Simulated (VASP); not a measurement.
# HfC (Pm-3m) in VASP: a series of runs, part 2 of 2

VASP 6.6.1.

### Step 6. Relaxation of cell and atoms, r2SCAN, target pressure 30 GPa, at which the enthalpy is minimised

This run uses another cell than the first one, of 11.70 Å³/atom, 1.035 times its volume.

Contents of POSCAR:

```
HfC
1.0
    2.8600000000      0.0000000000      0.0000000000
    0.0000000000      2.8600000000      0.0000000000
    0.0000000000      0.0000000000      2.8600000000
Hf C
1 1
Direct
    0.0000000000      0.0000000000      0.0000000000
    0.5000000000      0.5000000000      0.5000000000
```

Contents of INCAR.step1:

```
ALGO = Normal ; EDIFF = 1E-4
ENCUT = 600 ; GGA = PE
ISMEAR = -1 ; LASPH = T
LCHARG = F ; LREAL = F
LWAVE = T ; NELM = 60
PREC = Accurate ; SIGMA = 0.05
```

Contents of INCAR.step2:

```
ALGO = Normal ; EDIFF = 1E-6
EDIFFG = -0.01 ; ENCUT = 600
IBRION = 2 ; ISIF = 3
ISMEAR = -1 ; ISTART = 1
LASPH = T ; LCHARG = F
LMIXTAU = T ; LREAL = F
LWAVE = F ; METAGGA = R2SCAN
NELM = 60 ; NSW = 80
PREC = Accurate ; PSTRESS = 300.0
SIGMA = 0.05
```

Contents of KPOINTS:

```
k-points
0
Gamma
  8 8 8
```

Potentials or basis: VASP PAW PBE potentials, release 64 (Hf_pv, C).

Command:

```bash
> cat potpaw_PBE.64/Hf_pv/POTCAR potpaw_PBE.64/C/POTCAR > POTCAR
> cp INCAR.step1 INCAR
> mpirun -np 1 vasp_std > vasp.out
> cp INCAR.step2 INCAR
> mpirun -np 1 vasp_std > vasp.out
```

Wall time 88 s (1 thread of Intel Xeon Platinum 8488C (Sapphire Rapids), shared host); peak memory 0.16 GiB.

It converged, with:

```yaml
Free_energy: -54.1949 eV
Relaxed_volume: 10.69 Å³/atom
Relaxed_cell: a = 2.775 Å, b = 2.775 Å, c = 2.775 Å, α = 90.00°, β = 90.00°, γ = 90.00°
Space_group_after_relaxing_to_0.05_Å: Pm-3m (No. 221)
Energy_change_on_relaxing_the_enthalpy_is_what_falls: +102.3 meV/atom
Ionic_steps: 7
Pressure_after_relaxing: 30.0 GPa
Band_gap_on_the_k_mesh: zero (band 7 reaches 9.04 eV, above the bottom of band 8 at 6.68 eV)
```

The path:
```csv
step,energy change (eV),largest force (eV/Å),pressure (GPa),volume (Å³)
1,0.0000,0.0000,4.32,23.39
2,1.8461,0.0000,122.37,17.60
3,0.1818,0.0000,27.92,21.51
4,0.2019,0.0000,29.74,21.39
5,0.2092,0.0000,30.42,21.36
6,0.1953,0.0000,29.26,21.43
7,0.2047,0.0000,30.05,21.38
```

Final structure:
```cif
data_structure
_symmetry_space_group_name_H-M 'P 1'
_symmetry_Int_Tables_number 1
_cell_length_a 2.7754
_cell_length_b 2.7754
_cell_length_c 2.7754
_cell_angle_alpha 90.000
_cell_angle_beta 90.000
_cell_angle_gamma 90.000
_cell_volume 21.38
loop_
_atom_site_label
_atom_site_type_symbol
_atom_site_fract_x
_atom_site_fract_y
_atom_site_fract_z
_atom_site_occupancy
Hf1 Hf 0.00000 0.00000 0.00000 1
C1 C 0.50000 0.50000 0.50000 1
```

Levels at points of the mesh, in eV from the Fermi level:
```
           k point  band 4  band 5  band 6  band 7  band 8  band 9  band 10  band 11
(0.00, 0.00, 0.00)  -14.32   -2.29   -2.29    1.32    1.32    1.32     7.20     7.20
(0.50, 0.00, 0.00)  -10.31   -7.54   -1.36   -1.36   -0.83    7.93     8.15    10.06
(0.50, 0.50, 0.00)  -11.51   -2.90   -2.90   -1.01    2.23    3.57     3.57     6.09
(0.50, 0.50, 0.50)   -7.92   -6.68   -6.68   -6.68   10.68   10.68    10.86    10.86
```

Caveat: the cell is relaxed towards a set pressure, so the enthalpy falls and the energy may rise; the PAW data sets were made with another functional, which shifts forces and pressure a little; spin-orbit coupling is left out, which moves the levels of the heavy elements.

### Step 7. Relaxation of cell and atoms, r2SCAN, target pressure 45 GPa, at which the enthalpy is minimised

This run uses another cell than the first one, of 11.70 Å³/atom, 1.035 times its volume.

POSCAR is that of step 6.

Contents of INCAR.step1:

```
SYSTEM = HfC
ALGO = Normal
EDIFF = 1E-4
ENCUT = 600
GGA = PE
ISMEAR = -1
LASPH = .True.
LCHARG = .False.
LREAL = .False.
LWAVE = .True.
NELM = 60
PREC = Accurate
SIGMA = 0.05
```

Contents of INCAR.step2:

```
SYSTEM = HfC
ALGO = Normal
EDIFF = 1E-6
EDIFFG = -0.01
ENCUT = 600
IBRION = 2
ISIF = 3
ISMEAR = -1
ISTART = 1
LASPH = .True.
LCHARG = .False.
LMIXTAU = .True.
LREAL = .False.
LWAVE = .False.
METAGGA = R2SCAN
NELM = 60
NSW = 80
PREC = Accurate
PSTRESS = 450.0
SIGMA = 0.05
```

Contents of KPOINTS:

```
k-points
0
Gamma
  8 8 8
  0 0 0
```

Command:

```bash
> cat potpaw_PBE.64/Hf_pv/POTCAR potpaw_PBE.64/C/POTCAR > POTCAR
> cp INCAR.step1 INCAR
> mpirun -np 1 vasp_std > vasp.out
> cp INCAR.step2 INCAR
> mpirun -np 1 vasp_std > vasp.out
```

It took 77 s on 1 thread of Intel Xeon Platinum 8488C (Sapphire Rapids), shared host; peak memory 0.16 GiB.

The run converged. Its results:

```
Free energy                                            : -53.9927 eV
Relaxed volume                                         : 10.25 Å³/atom
Relaxed cell                                           : a = 2.737 Å, b = 2.737 Å, c = 2.737 Å, α = 90.00°, β = 90.00°, γ = 90.00°
Space group after relaxing (to 0.05 Å)                 : Pm-3m (No. 221)
Energy change on relaxing (the enthalpy is what falls) : +203.5 meV/atom
Ionic steps                                            : 5
Pressure after relaxing                                : 45.0 GPa
Band gap on the k mesh                                 : zero (band 7 reaches 9.50 eV, above the bottom of band 8 at 6.99 eV)
```

The path:
```tsv
step	energy change (eV)	largest force (eV/Å)	pressure (GPa)	volume (Å³)
1	0.0000	0.0000	4.32	23.39
2	5.2948	0.0000	279.08	14.71
3	0.3226	0.0000	39.13	20.83
4	0.3827	0.0000	43.36	20.60
5	0.4069	0.0000	44.99	20.51
```

Final structure:
```yaml
crystal:
  lattice:
    - [2.73727, 0.00000, 0.00000]
    - [0.00000, 2.73727, 0.00000]
    - [0.00000, 0.00000, 2.73727]
  atoms:
    - { symbol: Hf, position: [0.00000, 0.00000, 0.00000] }
    - { symbol: C, position: [0.50000, 0.50000, 0.50000] }
```

Levels at points of the mesh, in eV from the Fermi level:
| k point | band 3 | band 4 | band 5 | band 6 | band 7 | band 8 | band 9 | band 10 | band 11 |
| --- | --- | --- | --- | --- | --- | --- | --- | --- | --- |
| (0.00, 0.00, 0.00) | -30.61 | -14.55 | -2.44 | -2.44 | 1.40 | 1.40 | 1.40 | 7.51 | 7.51 |
| (0.50, 0.00, 0.00) | -30.43 | -10.30 | -7.73 | -1.45 | -1.45 | -0.90 | 8.29 | 8.51 | 10.50 |
| (0.50, 0.50, 0.00) | -30.27 | -11.76 | -2.88 | -2.88 | -1.01 | 2.29 | 3.66 | 3.66 | 6.48 |
| (0.50, 0.50, 0.50) | -31.75 | -7.91 | -6.99 | -6.99 | -6.99 | 11.22 | 11.22 | 11.48 | 11.48 |

Caveat: the cell is relaxed towards a set pressure, so the enthalpy falls and the energy may rise; the PAW data sets were made with another functional, which shifts forces and pressure a little; spin-orbit coupling is left out, which moves the levels of the heavy elements.

### Step 8. The runs side by side

```tsv
task	cell	cutoff (eV)	gap on the mesh (eV)	pressure (GPa)
single point	a = 2.827 Å, 2 atoms	520	none	13.3
single point	a = 2.885 Å, 2 atoms	520	none	-1.6
relaxation of cell and atoms	relaxed from a = 2.860 Å, 2 atoms	600	none	-0.1
relaxation of cell and atoms	relaxed to 15 GPa from a = 2.860 Å, 2 atoms	600	none	15.0
relaxation of cell and atoms	relaxed to 30 GPa from a = 2.860 Å, 2 atoms	600	none	30.0
relaxation of cell and atoms	relaxed to 45 GPa from a = 2.860 Å, 2 atoms	600	none	45.0
```

Alike in all rows: level r2SCAN; potentials or basis VASP PAW PBE potentials, release 64 (Hf_pv, C); no spin polarisation; k mesh 8 × 8 × 8; smearing fermi-dirac 0.05 eV.

Caveats: the PAW data sets were made with another functional, which shifts forces and pressure a little; spin-orbit coupling is left out, which moves the levels of the heavy elements; the cell is relaxed towards a set pressure, so the enthalpy falls and the energy may rise (some runs).

Total energies depend on the potentials used, so only differences within one code and one set of settings carry meaning.
